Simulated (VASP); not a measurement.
# HfSiO4 (I4_1/amd) in VASP: further runs

HfSiO4 is run at these levels: RPBE, revPBE, BLYP; tasks: single point.

All numbers are computed with VASP 6.6.1; they aren't measurements. Logs are shortened: lines on timing, memory, paths and dates and some standing lists are left out, and cuts for length are marked.

## 1. The cell of the first run

It takes space group I4_1/amd (No. 141, tetragonal). The conventional cell has a = 6.572 Å, b = 6.572 Å, c = 5.963 Å, α = 90.00°, β = 90.00°, γ = 90.00°. Within 2.8 Å of Hf (site symmetry -4m2) lie 8 O at 2.11 to 2.26 Å. Within 2.2 Å of Si (site symmetry -4m2) lie 4 O at 1.62 Å. Within 2.3 Å of O (site symmetry m) lie 1 Si at 1.62 Å and 2 Hf at 2.11 to 2.26 Å.

## 2. Single point, RPBE

The input, INCAR:

```
SYSTEM = HfSiO4
  ALGO = Normal
  EDIFF = 1E-7
  ENCUT = 520
  GGA = RP
  ISIF = 2
  ISMEAR = -1
  LASPH = .TRUE.
  LCHARG = .TRUE.
  LELF = .TRUE.
  LREAL = .FALSE.
  LVHAR = .TRUE.
  LWAVE = .FALSE.
  NBANDS = 50
  NELM = 100
  PREC = Accurate
  SIGMA = 0.05
```

The input, KPOINTS:

```
k-points
0
G
  5 5 5
  0 0 0
```

The input, POSCAR:

```
HfSiO4
1.0
   -3.2862500000      3.2862500000      2.9816000000
    3.2862500000     -3.2862500000      2.9816000000
    3.2862500000      3.2862500000     -2.9816000000
Hf Si O
2 2 8
Direct
    0.0000000000      0.0000000000      0.0000000000
    0.7500000000      0.2500000000      0.5000000000
    0.5000000000      0.5000000000      0.0000000000
    0.2500000000      0.7500000000      0.5000000000
    0.6802000000      0.4957000000      0.8155000000
    0.2457000000      0.9302000000      0.3155000000
    0.6802000000      0.8647000000      0.1845000000
    0.6147000000      0.9302000000      0.6845000000
    0.0698000000      0.3853000000      0.3155000000
    0.5043000000      0.3198000000      0.1845000000
    0.0698000000      0.7543000000      0.6845000000
    0.1353000000      0.3198000000      0.8155000000
```

Potentials or basis: VASP PAW PBE potentials, release 64 (Hf_pv, Si, O).

Launch:

```sh
$ cat potpaw_PBE.64/Hf_pv/POTCAR potpaw_PBE.64/Si/POTCAR potpaw_PBE.64/O/POTCAR > POTCAR
$ mpirun -np 1 vasp_std > vasp.out
```

OUTCAR:

```text
SYSTEM = HfSiO4
   EDIFF = 1E-7
   ENCUT = 520
   GGA = RP
   ISIF = 2
   ISMEAR = -1
   LASPH = .TRUE.
   LREAL = .FALSE.
   NELM = 100
   PREC = Accurate

 ion  position               nearest neighbor table
   1  0.000  0.000  0.000-   6 2.11   8 2.11   9 2.11  11 2.11   7 2.26  10 2.26  12 2.26   5 2.26
                             3 2.98   3 2.98   2 3.61   2 3.61   2 3.61   2 3.61
   2  0.750  0.250  0.500-   5 2.11   7 2.11  10 2.11  12 2.11   9 2.26  11 2.26   8 2.26   6 2.26
                             4 2.98   4 2.98   1 3.61   1 3.61   1 3.61   1 3.61
   3  0.500  0.500  0.000-   5 1.62   7 1.62  10 1.62  12 1.62   1 2.98   1 2.98
   4  0.250  0.750  0.500-   6 1.62   8 1.62   9 1.62  11 1.62   2 2.98   2 2.98
   5  0.680  0.496  0.816-   3 1.62   2 2.11   1 2.26
   6  0.246  0.930  0.316-   4 1.62   1 2.11   2 2.26
   7  0.680  0.865  0.184-   3 1.62   2 2.11   1 2.26
   8  0.615  0.930  0.684-   4 1.62   1 2.11   2 2.26
   9  0.070  0.385  0.316-   4 1.62   1 2.11   2 2.26
  10  0.504  0.320  0.184-   3 1.62   2 2.11   1 2.26
  11  0.070  0.754  0.684-   4 1.62   1 2.11   2 2.26
  12  0.135  0.320  0.816-   3 1.62   2 2.11   1 2.26

  LATTYP: Found a body centered tetragonal cell.
 ALAT       =     6.5725000000
 C/A-ratio  =     0.9072955496

  Lattice vectors:

 A1 = (  -3.2862500000,   3.2862500000,   2.9816000000)
 A2 = (   3.2862500000,  -3.2862500000,   2.9816000000)
 A3 = (   3.2862500000,   3.2862500000,  -2.9816000000)

Analysis of symmetry for initial positions (statically):
=====================================================================
 Subroutine PRICEL returns:
 Original cell was already a primitive cell.

 Routine SETGRP: Setting up the symmetry group for a
 body centered tetragonal supercell.

 Subroutine GETGRP returns: Found 16 space group operations
 (whereof  8 operations were pure point group operations)
 out of a pool of 16 trial point group operations.

The static configuration has the point symmetry D_2d.
 The point group associated with its full space group is D_4h.

Analysis of symmetry for dynamics (positions and initial velocities):
=====================================================================
 Subroutine PRICEL returns:
 Original cell was already a primitive cell.

 Routine SETGRP: Setting up the symmetry group for a
 body centered tetragonal supercell.

 Subroutine GETGRP returns: Found 16 space group operations
 (whereof  8 operations were pure point group operations)
 out of a pool of 16 trial point group operations.

The dynamic configuration has the point symmetry D_2d.
 The point group associated with its full space group is D_4h.

 Subroutine INISYM returns: Found 16 space group operations
 (whereof  8 operations are pure point group operations),
 and found     1 'primitive' translations

----------------------------------------------------------------------------------------

                                     Primitive cell

  volume of cell :     128.7984

  direct lattice vectors                    reciprocal lattice vectors
    -3.286250000  3.286250000  2.981600000     0.000000000  0.152149106  0.167695197
     3.286250000 -3.286250000  2.981600000     0.152149106  0.000000000  0.167695197
     3.286250000  3.286250000 -2.981600000     0.152149106  0.152149106  0.000000000

  length of vectors
     5.521667926  5.521667926  5.521667926     0.226431070  0.226431070  0.215171329

  position of ions in fractional coordinates (direct lattice)
     0.000000000  0.000000000  0.000000000
     0.750000000  0.250000000  0.500000000
     0.500000000  0.500000000  0.000000000
     0.250000000  0.750000000  0.500000000
     0.680200000  0.495700000  0.815500000
     0.245700000  0.930200000  0.315500000
     0.680200000  0.864700000  0.184500000
     0.614700000  0.930200000  0.684500000
     0.069800000  0.385300000  0.315500000
     0.504300000  0.319800000  0.184500000
     0.069800000  0.754300000  0.684500000
     0.135300000  0.319800000  0.815500000

  ion indices of the primitive-cell ions
   primitive index   ion index
                 1           1
                 2           2
                 3           3
                 4           4
                 5           5
                 6           6
                 7           7
                 8           8
                 9           9
                10          10
                11          11
                12          12

----------------------------------------------------------------------------------------

 KPOINTS: k-points

Automatic generation of k-mesh.
 Grid dimensions read from file:
 generate k-points for:    5    5    5

 Generating k-lattice:

  Cartesian coordinates                     Fractional coordinates (reciprocal lattice)
     0.000000000  0.030429821  0.033539039     0.200000000 -0.000000000  0.000000000
     0.030429821  0.000000000  0.033539039    -0.000000000  0.200000000  0.000000000
     0.030429821  0.030429821  0.000000000     0.000000000  0.000000000  0.200000000

  Length of vectors
     0.045286214  0.045286214  0.043034266

  Shift w.r.t. Gamma in fractional coordinates (k-lattice)
     0.000000000  0.000000000  0.000000000

 Subroutine IBZKPT returns following result:
 ===========================================

 Found     18 irreducible k-points:

 Following reciprocal coordinates:
            Coordinates               Weight
  0.000000  0.000000  0.000000      1.000000
  0.200000 -0.000000  0.000000      8.000000
  0.400000 -0.000000  0.000000      8.000000
  0.200000  0.200000  0.000000      8.000000
  0.400000  0.200000  0.000000     16.000000
 -0.400000  0.200000 -0.000000     16.000000
[... 10 lines left out ...]
 -0.400000  0.400000  0.400000      4.000000
 -0.400000 -0.400000  0.400000      2.000000
   k-points           NKPTS =     18   k-points in BZ     NKDIM =     18   number of bands    NBANDS=     50
   number of dos      NEDOS =    301   number of ions     NIONS =     12
   total plane-waves  NPLWV =  74088
   dimension x,y,z NGX =    42 NGY =   42 NGZ =   42
   dimension x,y,z NGXF=    84 NGYF=   84 NGZF=   84
   ions per type =               2   2   8
   NGX,Y,Z   is equivalent  to a cutoff of  12.65, 12.65, 12.65 a.u.
   NGXF,Y,Z  is equivalent  to a cutoff of  25.29, 25.29, 25.29 a.u.
 SYSTEM =  HfSiO4
   PREC   = accura    normal or accurate (medium, high low for compatibility)
   ISTART =      0    job   : 0-new  1-cont  2-samecut
   ICHARG =      2    charge: 1-file 2-atom 10-const
   ISPIN  =      1    spin polarized calculation?
   LNONCOLLINEAR =      F non collinear calculations
   LSORBIT =      F    spin-orbit coupling
   LASPH  =      T    aspherical Exc in radial PAW
   ENCUT  =  520.0 eV  38.22 Ry    6.18 a.u.  10.27 10.27 10.27*2*pi/ulx,y,z
   NELM   =    100;   NELMIN=  2; NELMDL= -5     # of ELM steps
   EDIFF  = 0.1E-06   stopping-criterion for ELM
   LREAL  =      F    real-space projection
   EDIFFG = 0.1E-05   stopping-criterion for IOM
   NSW    =      0    number of steps for IOM
   IBRION =     -1    ionic relax: 0-MD 1-quasi-New 2-CG
   NFREE  =      0    steps in history (QN), initial steepest desc. (CG)
   ISIF   =      2    stress and relaxation
   ISYM   =      2    0-nonsym 1-usesym 2-fastsym
   POTIM  = 0.5000    time-step for ionic-motion
   TEBEG  =    0.0;   TEEND  =   0.0 temperature during run
   PSTRESS=    0.0 pullay stress
   NELECT =      76.0000    total number of electrons
   NUPDOWN=      -1.0000    fix difference up-down
   EMIN   =  10.00;   EMAX   =-10.00  energy-range for DOS
   EFERMI =   0.00;   METHOD = LEGACY
   ISMEAR =    -1;   SIGMA  =   0.05  broadening in eV -4-tet -1-fermi 0-gaus
   EFERMI_NEDOS =   21; number of points for ismear=-14 and -15
   IALGO  =     38    algorithm
   IMIX   =      4    mixing-type and parameters
     AMIX     =   0.40;   BMIX     =  1.00
     AMIX_MAG =   1.60;   BMIX_MAG =  1.00
  volume/ion in A,a.u.               =      10.73        72.43
  Fermi-wavevector in a.u.,A,eV,Ry     =   1.373122  2.594825 25.653301  1.885464
  Thomas-Fermi vector in A             =   2.498668
   LORBIT       =      0    0 simple, 1 ext, 2 COOP (PROOUT), +10 PAW based schemes
   GGA     = RP    functional components
   LHFCALC =     F    Hartree Fock is set to
   AEXX    =    0.0000 exact exchange contribution
   IVDW    =     0    specifies the selected vdW correction
   LEPSILON=     F    determine dielectric tensor
   LRPA    =     F    only Hartree local field effects (RPA)
 non-spin polarized calculation
  energy-cutoff  :      520.00
  volume of cell :      128.80
 maximum number of plane-waves:      3483
 NGX is ok and might be reduce to    42
   NGX = 21   NGY = 21   NGZ = 21

 number of electron      76.0000001 magnetization

 Free energy of the ion-electron system (eV)
  ---------------------------------------------------
  ext. energy  EPLUGINS =         0.00000000
  ---------------------------------------------------
  free energy    TOTEN  =      -103.73346771 eV

  energy without entropy =     -103.73346771  energy(sigma->0) =     -103.73346771

 E-fermi :   4.5725     XC(G=0): -10.8549

 val. band max:        3.4498494057   @ k =   0.0000   0.0000   0.0000
 cond. band min:       8.9239667924   @ k =   0.2000   0.2000   0.2000
 fundamental gap:      5.4741173866
 Fermi energy:         4.5724841944

 k-point     1 :       0.0000    0.0000    0.0000
  band No.  band energies     occupation
      1     -25.9440      2.00000
      2     -25.9440      2.00000
      3     -25.8713      2.00000
      4     -25.8587      2.00000
      5     -25.7678      2.00000
      6     -25.7678      2.00000
[... 42 lines left out ...]
     49      12.8044      0.00000
     50      13.3967      0.00000
[... 899 lines left out ...]
     49      13.2336      0.00000
     50      13.2884      0.00000

------------------------ aborting loop because EDIFF is reached ----------------------------------------

  FORCE on cell =-STRESS in cart. coord.  units (eV):
  Direction    XX          YY          ZZ          XY          YZ          ZX
  --------------------------------------------------------------------------------------
  -------------------------------------------------------------------------------------
  Total        7.9543608      7.9543608      8.8770237      0.0000000      0.0000000      0.0000000
  in kB       98.9476083     98.9476083    110.4249963      0.0000000      0.0000000      0.0000000
  external PRESSURE =     102.7734043 kB  Pullay stress =       0.0000000 kB

 VOLUME and BASIS-vectors are now :
 -----------------------------------------------------------------------------
  energy-cutoff  :      520.00
  volume of cell :      128.80
      direct lattice vectors                 reciprocal lattice vectors
    -3.286250000  3.286250000  2.981600000     0.000000000  0.152149106  0.167695197
     3.286250000 -3.286250000  2.981600000     0.152149106  0.000000000  0.167695197
     3.286250000  3.286250000 -2.981600000     0.152149106  0.152149106  0.000000000

 POSITION                                       TOTAL-FORCE (eV/Angst)
 -----------------------------------------------------------------------------------
      0.00000      0.00000      0.00000         0.000000      0.000000      0.000000
     -0.00000      3.28625      1.49080         0.000000      0.000000      0.000000
      0.00000      0.00000      2.98160         0.000000      0.000000      0.000000
      3.28625     -0.00000      1.49080         0.000000      0.000000      0.000000
      2.07362      3.28625      1.07457        -0.421617      0.000000      0.294793
      3.28625     -1.21263      2.56537        -0.000000     -0.421617      0.294793
      1.21263     -0.00000      4.05617         0.421617      0.000000      0.294793
      3.28625      1.21263      2.56537        -0.000000      0.421617      0.294793
      2.07362      0.00000      0.41623        -0.421617      0.000000     -0.294793
      0.00000      1.21263      1.90703         0.000000      0.421617     -0.294793
      4.49888      0.00000      0.41623         0.421617      0.000000     -0.294793
      3.28625      2.07362     -1.07457         0.000000     -0.421617     -0.294793
 -----------------------------------------------------------------------------------
    total drift:                               -0.000000     -0.000000      0.000000

  FREE ENERGIE OF THE ION-ELECTRON SYSTEM (eV)
  ---------------------------------------------------
  free  energy   TOTEN  =      -103.7334677070 eV

  energy  without entropy=     -103.7334677070  energy(sigma->0) =     -103.73346771
```

It took 73 s on 1 thread of Intel Xeon 6975P-C (Granite Rapids), shared host; peak memory 0.31 GiB.

What came out:

```
Free energy            : -103.7335 eV
Pressure               : 10.3 GPa
Largest force          : 0.514 eV/Å
Band gap on the k mesh : 5.47 eV (least direct gap 5.85 eV)
```

Forces on the atoms (eV/Å):
```
Hf   0.000  0.000  0.000
Hf   0.000  0.000  0.000
Si   0.000  0.000  0.000
Si   0.000  0.000  0.000
O   -0.422  0.000  0.295
O    0.000 -0.422  0.295
O    0.422  0.000  0.295
O    0.000  0.422  0.295
O   -0.422  0.000 -0.295
O    0.000  0.422 -0.295
O    0.422  0.000 -0.295
O    0.000 -0.422 -0.295
```

Levels at points of the mesh, in eV from the valence-band top:
```
           k point  band 34  band 35  band 36  band 37  band 38  band 39  band 40  band 41  band 42  band 43
(0.00, 0.00, 0.00)    -0.69    -0.58    -0.58    -0.56     0.00     5.85     6.12     6.29     6.29     6.41
```

Caveat: the cell stands under pressure; the PAW data sets were made with another functional, which shifts forces and pressure a little; spin-orbit coupling is left out, which moves the levels of the heavy elements; an odd mesh through Γ misses points on the zone boundary, where band edges can lie.

## 3. Single point, revPBE

The input, INCAR:

```
SYSTEM = HfSiO4
PREC = Accurate
ENCUT = 520
EDIFF = 1E-6
ISMEAR = -1
SIGMA = 0.05
LREAL = .FALSE.
LASPH = .TRUE.
NELM = 100
ALGO = Normal
ISIF = 2
LWAVE = .FALSE.
LCHARG = .FALSE.
GGA = RE
NBANDS = 50
```

The input, KPOINTS:

```
Automatic mesh
0
G
  5 5 5
  0 0 0
```

POSCAR is that of step 2.

Potentials or basis: VASP PAW PBE potentials, release 64 (Hf_pv, Si, O).

Launch:

```sh
$ cat potpaw_PBE.64/Hf_pv/POTCAR potpaw_PBE.64/Si/POTCAR potpaw_PBE.64/O/POTCAR > POTCAR
$ mpirun -np 1 vasp_std > vasp.out
```

Run time: 66 s. Hardware: 1 thread of Intel Xeon 6975P-C (Granite Rapids), shared host; peak memory 0.31 GiB.

The run converged. Its results:

| Item | Value |
| --- | --- |
| Free energy | -104.3857 eV |
| Pressure | 9.1 GPa |
| Largest force | 0.523 eV/Å |
| Band gap on the k mesh | 5.45 eV (least direct gap 5.83 eV) |

Forces on the atoms (eV/Å):
```
Hf   0.000  0.000  0.000
Hf   0.000  0.000  0.000
Si   0.000  0.000  0.000
Si   0.000  0.000  0.000
O   -0.422  0.000  0.309
O    0.000 -0.422  0.309
O    0.422  0.000  0.309
O    0.000  0.422  0.309
O   -0.422  0.000 -0.309
O    0.000  0.422 -0.309
O    0.422  0.000 -0.309
O    0.000 -0.422 -0.309
```

Stress tensor (GPa, compression positive):
```
8.72 0.00 0.00
0.00 8.72 0.00
0.00 0.00 9.86
```

Levels at points of the mesh, in eV from the valence-band top:
```
           k point  band 36  band 37  band 38  band 39  band 40  band 41
(0.00, 0.00, 0.00)    -0.59    -0.56     0.00     5.83     6.11     6.27
```

Caveat: the cell stands under pressure; the PAW data sets were made with another functional, which shifts forces and pressure a little; spin-orbit coupling is left out, which moves the levels of the heavy elements; an odd mesh through Γ misses points on the zone boundary, where band edges can lie.

## 4. Single point, BLYP

The input, INCAR:

```
SYSTEM = HfSiO4
AGGAC = 1.0
AGGAX = 1.0
ALDAC = 0.0
ALDAX = 1.0
ALGO = Normal
EDIFF = 1E-6
ENCUT = 520
GGA = B5
ISIF = 2
ISMEAR = -1
LASPH = .TRUE.
LCHARG = .TRUE.
LELF = .TRUE.
LREAL = .FALSE.
LVHAR = .TRUE.
LWAVE = .FALSE.
NBANDS = 50
NELM = 60
PREC = Accurate
SIGMA = 0.05
```

The input, KPOINTS:

```
k-points
0
G
  5 5 5
  0 0 0
```

POSCAR is that of step 3.

Launch:

```sh
$ cat potpaw_PBE.64/Hf_pv/POTCAR potpaw_PBE.64/Si/POTCAR potpaw_PBE.64/O/POTCAR > POTCAR
$ mpirun -np 1 vasp_std > vasp.out
```

Run time: 82 s. Hardware: 1 thread of Intel Xeon 6975P-C (Granite Rapids), shared host; peak memory 0.3 GiB.

The run converged. Its results:

| Quantity | Value |
| --- | --- |
| Free energy | -103.8998 eV |
| Pressure | 11.2 GPa |
| Largest force | 0.389 eV/Å |
| Band gap on the k mesh | 5.43 eV (least direct gap 5.78 eV) |

Forces on the atoms (eV/Å):
```
Hf   0.000  0.000  0.000
Hf   0.000  0.000  0.000
Si   0.000  0.000  0.000
Si   0.000  0.000  0.000
O   -0.333  0.000  0.201
O    0.000 -0.333  0.201
O    0.333  0.000  0.201
O    0.000  0.333  0.201
O   -0.333  0.000 -0.201
O    0.000  0.333 -0.201
O    0.333  0.000 -0.201
O    0.000 -0.333 -0.201
```

Stress tensor (GPa, compression positive):
```
10.38  0.00  0.00
 0.00 10.38  0.00
 0.00  0.00 12.74
```

Levels at points of the mesh, in eV from the valence-band top:
| k point | band 34 | band 35 | band 36 | band 37 | band 38 | band 39 | band 40 | band 41 | band 42 | band 43 |
| --- | --- | --- | --- | --- | --- | --- | --- | --- | --- | --- |
| (0.00, 0.00, 0.00) | -0.69 | -0.58 | -0.58 | -0.56 | 0.00 | 5.78 | 6.07 | 6.26 | 6.26 | 6.45 |

Caveat: the cell stands under pressure; the PAW data sets were made with another functional, which shifts forces and pressure a little; spin-orbit coupling is left out, which moves the levels of the heavy elements; an odd mesh through Γ misses points on the zone boundary, where band edges can lie.

## 5. Summary

```csv
level,gap on the mesh (eV),pressure (GPa),largest force (eV/Å)
RPBE,5.47,10.3,0.51
revPBE,5.45,9.1,0.52
BLYP,5.43,11.2,0.39
```

Alike in all rows: task single point; potentials or basis VASP PAW PBE potentials, release 64 (Hf_pv, Si, O); no spin polarisation; cell as given; k mesh 5 × 5 × 5; cutoff (eV) 520; smearing fermi-dirac 0.05 eV.

On the cell as given the gap runs from 5.43 eV (BLYP) to 5.47 eV (RPBE). The pressure there spans 9.1 GPa (revPBE) to 11.2 GPa (BLYP); a positive pressure means that this level wants a larger cell, a negative one a smaller.

Caveats: the cell stands under pressure; the PAW data sets were made with another functional, which shifts forces and pressure a little; spin-orbit coupling is left out, which moves the levels of the heavy elements; an odd mesh through Γ misses points on the zone boundary, where band edges can lie.

Absolute energies hang on the potentials; compare differences alone.
